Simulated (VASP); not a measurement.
## Bi: single point with PBEsol+D3(BJ)

The system is Bi.

```
CELL_PARAMETERS angstrom
-1.79882 2.18359 1.78920
1.79882 -2.18359 1.78920
1.79882 2.18359 -1.78920
ATOMIC_POSITIONS crystal
Bi 0.00000 0.00000 0.00000
```

This cell differs from its parent crystal: strain +e along x and -e along y -0.1000, strain +e along z and -e/2 along x and y -0.0700.

```yaml
Program: VASP 6.6.1
Task: single point
Functional: PBEsol
Dispersion: D3(BJ)
Potentials_or_basis: VASP PAW PBE potentials, release 64 (Bi_d)
Cutoff: 520 eV
k_mesh: 16 × 16 × 16
Occupations: gaussian, width 0.15 eV
Spin: no spin polarisation
Dipole_correction: no
Further_INCAR_settings: ALGO = Fast; EDIFF = 1e-06; NBANDS = 14
```

```
Pressure                   : 1.3 GPa
Band gap on the k mesh     : zero (an odd number of electrons rules out a gap without spin polarisation)
Dispersion energy per atom : -0.583 eV
```

Stress tensor (GPa, compression positive):
```
1.97 0.00 0.00
0.00 0.25 0.00
0.00 0.00 1.77
```

Levels at points of the mesh, in eV from the Fermi level:
```
           k point  band 3  band 4  band 5  band 6  band 7  band 8  band 9  band 10  band 11  band 12
(0.00, 0.00, 0.00)  -23.01  -22.97  -22.89  -14.32    5.57    5.79    5.87     9.30    10.20    11.43
(0.50, 0.00, 0.00)  -22.97  -22.87  -22.81  -10.84   -5.86    2.72    4.41     7.36     8.99     9.57
(0.00, 0.50, 0.00)  -22.87  -22.85  -22.78  -10.05   -5.35    0.69    1.69     4.88     6.15    16.31
(0.50, 0.50, 0.00)  -22.98  -22.87  -22.81  -10.87   -5.87    2.79    4.50     7.45     9.09     9.54
(0.50, 0.50, 0.50)  -22.84  -22.80  -22.80   -8.60   -3.99   -0.83   -0.72     3.34     4.43    16.25
```

It took 5.5 min on 1 thread of Intel Xeon 8259CL, on a shared host, peak memory 0.34 GiB.

Caveat: the cell differs from its parent crystal (strain +e along x and -e along y -0.1000, strain +e along z and -e/2 along x and y -0.0700); the PAW data sets were made with another functional, which shifts forces and pressure a little; spin-orbit coupling is left out, which moves the levels of the heavy elements.
